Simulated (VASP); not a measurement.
# C (Fd-3m) in VASP: a series of runs

Runs on C. Level: LDA. Tasks: electric field gradients.

Everything below comes from runs of VASP 6.6.1. Logs are shortened: lines on timing, memory, paths and dates and some standing lists are left out, and cuts for length are marked.

### Step 1. The cell of the first run

The structure is cubic, space group Fd-3m (No. 227). The conventional cell has a = 3.567 Å, b = 3.567 Å, c = 3.567 Å, α = 90.00°, β = 90.00°, γ = 90.00°. C (site symmetry -43m) has 4 C at 1.54 Å within 2.1 Å.

### Step 2. Electric field gradients, LDA

The input, INCAR:

```
SYSTEM = C
PREC = Accurate
ENCUT = 520
EDIFF = 1E-8
ISMEAR = -1
SIGMA = 0.03
LREAL = .FALSE.
LASPH = .TRUE.
NELM = 80
ALGO = Normal
ISIF = 2
LWAVE = .FALSE.
LCHARG = .FALSE.
LEFG = .TRUE.
NBANDS = 11
```

The input, KPOINTS:

```
regular mesh
0
G
  16 16 16
  0 0 0
```

The input, POSCAR:

```
C
1.0
    0.0000000000      1.7834000000      1.7834000000
    1.7834000000      0.0000000000      1.7834000000
    1.7834000000      1.7834000000      0.0000000000
C
2
Direct
    0.5000000000      0.5000000000      0.5000000000
    0.7500000000      0.7500000000      0.7500000000
```

Potentials or basis: VASP PAW LDA potentials, release 64 (C).

Started as:

```bash
cat potpaw_LDA.64/C/POTCAR > POTCAR
mpirun -np 1 vasp_std > vasp.out
```

OUTCAR:

```text
SYSTEM = C
   PREC = Accurate
   ENCUT = 520
   EDIFF = 1E-8
   ISMEAR = -1
   LREAL = .FALSE.
   LASPH = .TRUE.
   NELM = 80
   ISIF = 2

 ion  position               nearest neighbor table
   1  0.500  0.500  0.500-   2 1.54   2 1.54   2 1.54   2 1.54
   2  0.750  0.750  0.750-   1 1.54   1 1.54   1 1.54   1 1.54

  LATTYP: Found a face centered cubic cell.
 ALAT       =     3.5668000000

  Lattice vectors:

 A1 = (   0.0000000000,   1.7834000000,   1.7834000000)
 A2 = (   1.7834000000,   0.0000000000,   1.7834000000)
 A3 = (   1.7834000000,   1.7834000000,   0.0000000000)

Analysis of symmetry for initial positions (statically):
=====================================================================
 Subroutine PRICEL returns:
 Original cell was already a primitive cell.

 Routine SETGRP: Setting up the symmetry group for a
 face centered cubic supercell.

 Subroutine GETGRP returns: Found 48 space group operations
 (whereof 24 operations were pure point group operations)
 out of a pool of 48 trial point group operations.

The static configuration has the point symmetry T_d .
 The point group associated with its full space group is O_h .

Analysis of symmetry for dynamics (positions and initial velocities):
=====================================================================
 Subroutine PRICEL returns:
 Original cell was already a primitive cell.

 Routine SETGRP: Setting up the symmetry group for a
 face centered cubic supercell.

 Subroutine GETGRP returns: Found 48 space group operations
 (whereof 24 operations were pure point group operations)
 out of a pool of 48 trial point group operations.

The dynamic configuration has the point symmetry T_d .
 The point group associated with its full space group is O_h .

 Subroutine INISYM returns: Found 48 space group operations
 (whereof 24 operations are pure point group operations),
 and found     1 'primitive' translations

----------------------------------------------------------------------------------------

                                     Primitive cell

  volume of cell :      11.3443

  direct lattice vectors                    reciprocal lattice vectors
     0.000000000  1.783400000  1.783400000    -0.280363351  0.280363351  0.280363351
[... 129 lines left out ...]
  free energy    TOTEN  =       -20.23522986 eV

  energy without entropy =      -20.23522986  energy(sigma->0) =      -20.23522986

 E-fermi :  10.2766     XC(G=0): -13.4994

 val. band max:        9.7230647766   @ k =   0.0000   0.0000   0.0000
 cond. band min:      13.8223107981   @ k =   0.3750   0.3750   0.0000
 fundamental gap:      4.0992460215
 Fermi energy:        10.2765566385

 k-point     1 :       0.0000    0.0000    0.0000
  band No.  band energies     occupation
      1     -11.5950      2.00000
      2       9.7231      2.00000
      3       9.7231      2.00000
      4       9.7231      2.00000
      5      15.2653      0.00000
      6      15.2653      0.00000
      7      15.2653      0.00000
      8      23.2785      0.00000
      9      28.7260      0.00000
     10      36.3523      0.00000
     11      36.3524      0.00000
[... 309 lines left out ...]
 k-point    24 :      -0.0625    0.0625    0.0000
  band No.  band energies     occupation
      1     -11.3068      2.00000
      2       8.3210      2.00000
      3       8.6520      2.00000
      4       9.5442      2.00000
      5      15.5561      0.00000
      6      16.0813      0.00000
      7      16.3760      0.00000
      8      23.4442      0.00000
      9      29.1820      0.00000
     10      32.8247      0.00000
     11      34.0977      0.00000

 [... further k-points ...]
[... 5 lines left out ...]
  --------------------------------------------------------------------------------------
  -------------------------------------------------------------------------------------
  Total       -0.8252001     -0.8252001     -0.8252001     -0.0000000     -0.0000000     -0.0000000
  in kB     -116.5449800   -116.5449800   -116.5449800     -0.0000000     -0.0000000     -0.0000000
  external PRESSURE =    -116.5449800 kB  Pullay stress =       0.0000000 kB

 VOLUME and BASIS-vectors are now :
 -----------------------------------------------------------------------------
  energy-cutoff  :      520.00
  volume of cell :       11.34
      direct lattice vectors                 reciprocal lattice vectors
     0.000000000  1.783400000  1.783400000    -0.280363351  0.280363351  0.280363351
     1.783400000  0.000000000  1.783400000     0.280363351 -0.280363351  0.280363351
     1.783400000  1.783400000  0.000000000     0.280363351  0.280363351 -0.280363351

 POSITION                                       TOTAL-FORCE (eV/Angst)
 -----------------------------------------------------------------------------------
      1.78340      1.78340      1.78340         0.000000      0.000000      0.000000
      2.67510      2.67510      2.67510        -0.000000     -0.000000     -0.000000
 -----------------------------------------------------------------------------------
    total drift:                                0.000000     -0.000000      0.000000

  FREE ENERGIE OF THE ION-ELECTRON SYSTEM (eV)
  ---------------------------------------------------
  free  energy   TOTEN  =       -20.2352298608 eV

  energy  without entropy=      -20.2352298608  energy(sigma->0) =      -20.23522986

 Electric field gradients (V/A^2)
---------------------------------------------------------------------
 ion       V_xx      V_yy      V_zz      V_xy      V_xz      V_yz
---------------------------------------------------------------------
   1      -0.000    -0.000     0.000    -0.000    -0.000    -0.000
   2      -0.000    -0.000     0.000    -0.000    -0.000    -0.000
---------------------------------------------------------------------

 Electric field gradients after diagonalization (V/A^2)
 (convention: |V_zz| > |V_xx| > |V_yy|)
----------------------------------------------------------------------
 ion       V_xx      V_yy      V_zz     asymmetry (V_yy - V_xx)/ V_zz
----------------------------------------------------------------------
   1       0.000     0.000    -0.000       0.000
   2       0.000     0.000    -0.000       0.000
----------------------------------------------------------------------

           NMR quadrupolar parameters

 Cq : quadrupolar parameter    Cq=e*Q*V_zz/h
 eta: asymmetry parameters     (V_yy - V_xx)/ V_zz
 Q  : nuclear electric quadrupole moment in mb (millibarn)
----------------------------------------------------------------------
 ion       Cq(MHz)       eta       Q (mb)
----------------------------------------------------------------------
   1      -0.000       0.000       1.000
   2      -0.000       0.000       1.000
----------------------------------------------------------------------
```

OSZICAR:

```text
N       E                     dE             d eps       ncg     rms          rms(c)
DAV:   1    -0.240706274227E+00   -0.24071E+00   -0.47896E+03  3337   0.703E+02
DAV:   2    -0.206589862825E+02   -0.20418E+02   -0.19893E+02  4239   0.131E+02
DAV:   3    -0.210364901625E+02   -0.37750E+00   -0.37682E+00  3713   0.137E+01
DAV:   4    -0.210371071535E+02   -0.61699E-03   -0.61698E-03  3437   0.725E-01
DAV:   5    -0.210371080306E+02   -0.87712E-06   -0.87710E-06  3658   0.247E-02    0.569E+00
DAV:   6    -0.204429458600E+02    0.59416E+00   -0.31614E-01  3277   0.389E+00    0.330E+00
DAV:   7    -0.202353989024E+02    0.20755E+00   -0.37666E-01  3496   0.426E+00    0.715E-01
DAV:   8    -0.202352427746E+02    0.15613E-03   -0.93536E-03  3310   0.793E-01    0.285E-02
DAV:   9    -0.202352282428E+02    0.14532E-04   -0.35587E-05  3670   0.466E-02    0.206E-02
DAV:  10    -0.202352299445E+02   -0.17017E-05   -0.22056E-06  3451   0.122E-02    0.487E-03
DAV:  11    -0.202352298700E+02    0.74486E-07   -0.96368E-08  3573   0.232E-03    0.665E-04
DAV:  12    -0.202352298608E+02    0.91363E-08   -0.21069E-09  2066   0.417E-04
   1 F= -.20235230E+02 E0= -.20235230E+02  d E =-.852244E-11
```

stdout:

```text
POSCAR found type information on POSCAR C
 POSCAR found :  1 types and       2 ions
 scaLAPACK will be used
 LDA part: xc-table for (Slater(with rela. corr.)+CA(PZ))
 , standard interpolation
 POSCAR, INCAR and KPOINTS ok, starting setup
 FFT: planning ... GRIDC
 FFT: planning ... GRID_SOFT
 FFT: planning ... GRID
 WAVECAR not read
 entering main loop
ion   1

ion   2
```

Wall time 14 s (1 thread of Intel Xeon 6975P-C, shared host); peak memory 0.12 GiB.

Results:

| Property | Result |
| --- | --- |
| Free energy | -20.2352 eV |
| Pressure | -11.7 GPa |
| Band gap on the k mesh | 4.10 eV, indirect (least direct gap 5.54 eV) |

Levels at points of the mesh, in eV from the valence-band top:
```csv
k point,band 1,band 2,band 3,band 4,band 5,band 6,band 7,band 8
"(0.00, 0.00, 0.00)",-21.32,0.00,0.00,0.00,5.54,5.54,5.54,13.56
"(0.50, 0.00, 0.00)",-15.48,-13.36,-2.79,-2.79,8.38,8.38,9.01,15.41
"(0.50, 0.50, 0.00)",-12.61,-12.61,-6.29,-6.29,4.70,4.70,16.63,16.63
```

Caveat: without QUAD_EFG the Cq values of the log hold for a quadrupole moment of 1 mb, not for the nuclei. LDA gaps usually lie below the measured ones, often by a third to a half.

### Step 3. Electric field gradients, LDA (volume scaled by 1.01)

The input, INCAR:

```
ALGO = Normal
EDIFF = 1E-8
ENCUT = 520
GGA = CA
ISIF = 2
ISMEAR = -1
LASPH = True
LCHARG = False
LEFG = True
LREAL = False
LWAVE = False
NBANDS = 11
NELM = 60
PREC = Accurate
SIGMA = 0.03
```

The input, KPOINTS:

```
k-points
0
Gamma
  16 16 16
```

The input, POSCAR:

```
C
1.0
    0.0000000000      1.7893249605      1.7893249605
    1.7893249605      0.0000000000      1.7893249605
    1.7893249605      1.7893249605      0.0000000000
C
2
Direct
    0.5000000000      0.5000000000      0.5000000000
    0.7500000000      0.7500000000      0.7500000000
```

Potentials or basis: VASP PAW LDA potentials, release 64 (C).

Started as:

```bash
cat potpaw_LDA.64/C/POTCAR > POTCAR
mpirun -np 1 vasp_std > vasp.out
```

OUTCAR:

```text
EDIFF = 1E-8
   ENCUT = 520
   GGA = CA
   ISIF = 2
   ISMEAR = -1
   LASPH = True
   LREAL = False
   NELM = 60
   PREC = Accurate

 ion  position               nearest neighbor table
   1  0.500  0.500  0.500-   2 1.55   2 1.55   2 1.55   2 1.55
   2  0.750  0.750  0.750-   1 1.55   1 1.55   1 1.55   1 1.55

  LATTYP: Found a face centered cubic cell.
 ALAT       =     3.5786499210

  Lattice vectors:

 A1 = (   0.0000000000,   1.7893249605,   1.7893249605)
 A2 = (   1.7893249605,   0.0000000000,   1.7893249605)
 A3 = (   1.7893249605,   1.7893249605,   0.0000000000)

Analysis of symmetry for initial positions (statically):
=====================================================================
 Subroutine PRICEL returns:
 Original cell was already a primitive cell.

 Routine SETGRP: Setting up the symmetry group for a
 face centered cubic supercell.

 Subroutine GETGRP returns: Found 48 space group operations
 (whereof 24 operations were pure point group operations)
 out of a pool of 48 trial point group operations.

The static configuration has the point symmetry T_d .
 The point group associated with its full space group is O_h .

Analysis of symmetry for dynamics (positions and initial velocities):
=====================================================================
 Subroutine PRICEL returns:
 Original cell was already a primitive cell.

 Routine SETGRP: Setting up the symmetry group for a
 face centered cubic supercell.

 Subroutine GETGRP returns: Found 48 space group operations
 (whereof 24 operations were pure point group operations)
 out of a pool of 48 trial point group operations.

The dynamic configuration has the point symmetry T_d .
 The point group associated with its full space group is O_h .
[... 164 lines left out ...]
     10      36.0962      0.00000
     11      36.0962      0.00000
[... 309 lines left out ...]
 k-point    24 :      -0.0625    0.0625    0.0000
  band No.  band energies     occupation
      1     -11.3217      2.00000
      2       8.1856      2.00000
      3       8.5190      2.00000
      4       9.4005      2.00000
      5      15.3804      0.00000
      6      15.8959      0.00000
      7      16.1886      0.00000
      8      23.0849      0.00000
      9      28.9059      0.00000
     10      32.5963      0.00000
     11      33.8481      0.00000

 [... further k-points ...]
[... 5 lines left out ...]
  --------------------------------------------------------------------------------------
  -------------------------------------------------------------------------------------
  Total       -1.1292752     -1.1292752     -1.1292752      0.0000000      0.0000000      0.0000000
  in kB     -157.9111154   -157.9111154   -157.9111154      0.0000000      0.0000000      0.0000000
  external PRESSURE =    -157.9111154 kB  Pullay stress =       0.0000000 kB

 VOLUME and BASIS-vectors are now :
 -----------------------------------------------------------------------------
  energy-cutoff  :      520.00
  volume of cell :       11.46
      direct lattice vectors                 reciprocal lattice vectors
     0.000000000  1.789324960  1.789324960    -0.279434989  0.279434989  0.279434989
     1.789324960  0.000000000  1.789324960     0.279434989 -0.279434989  0.279434989
     1.789324960  1.789324960  0.000000000     0.279434989  0.279434989 -0.279434989

 POSITION                                       TOTAL-FORCE (eV/Angst)
 -----------------------------------------------------------------------------------
      1.78932      1.78932      1.78932        -0.000000     -0.000000     -0.000000
      2.68399      2.68399      2.68399         0.000000      0.000000      0.000000
 -----------------------------------------------------------------------------------
    total drift:                                0.000000     -0.000000      0.000000

  FREE ENERGIE OF THE ION-ELECTRON SYSTEM (eV)
  ---------------------------------------------------
  free  energy   TOTEN  =       -20.2257087167 eV

  energy  without entropy=      -20.2257087167  energy(sigma->0) =      -20.22570872

 Electric field gradients (V/A^2)
---------------------------------------------------------------------
 ion       V_xx      V_yy      V_zz      V_xy      V_xz      V_yz
---------------------------------------------------------------------
   1       0.000     0.000    -0.000    -0.000    -0.000    -0.000
   2      -0.000    -0.000    -0.000    -0.000    -0.000    -0.000
---------------------------------------------------------------------

 Electric field gradients after diagonalization (V/A^2)
 (convention: |V_zz| > |V_xx| > |V_yy|)
----------------------------------------------------------------------
 ion       V_xx      V_yy      V_zz     asymmetry (V_yy - V_xx)/ V_zz
----------------------------------------------------------------------
   1       0.000     0.000    -0.000       0.000
   2       0.000     0.000    -0.000       0.000
----------------------------------------------------------------------

           NMR quadrupolar parameters

 Cq : quadrupolar parameter    Cq=e*Q*V_zz/h
 eta: asymmetry parameters     (V_yy - V_xx)/ V_zz
 Q  : nuclear electric quadrupole moment in mb (millibarn)
----------------------------------------------------------------------
 ion       Cq(MHz)       eta       Q (mb)
----------------------------------------------------------------------
   1      -0.000       0.000       1.000
   2      -0.000       0.000       1.000
----------------------------------------------------------------------
```

stdout:

```text
POSCAR found type information on POSCAR C
 POSCAR found :  1 types and       2 ions
 scaLAPACK will be used
 LDA part: xc-table for (Slater(with rela. corr.)+CA(PZ))
 , standard interpolation
 POSCAR, INCAR and KPOINTS ok, starting setup
 FFT: planning ... GRIDC
 FFT: planning ... GRID_SOFT
 FFT: planning ... GRID
 WAVECAR not read
 entering main loop
ion   1

ion   2
```

Wall time 10 s (1 thread of Intel Xeon 6975P-C, shared host); peak memory 0.12 GiB.

Results:

| Quantity | Value |
| --- | --- |
| Free energy | -20.2257 eV |
| Pressure | -15.8 GPa |
| Band gap on the k mesh | 4.08 eV, indirect (least direct gap 5.51 eV) |

Caveat: without QUAD_EFG the Cq values of the log hold for a quadrupole moment of 1 mb, not for the nuclei. A k mesh can miss the band edges.

(Continued in part 2 of 3.)
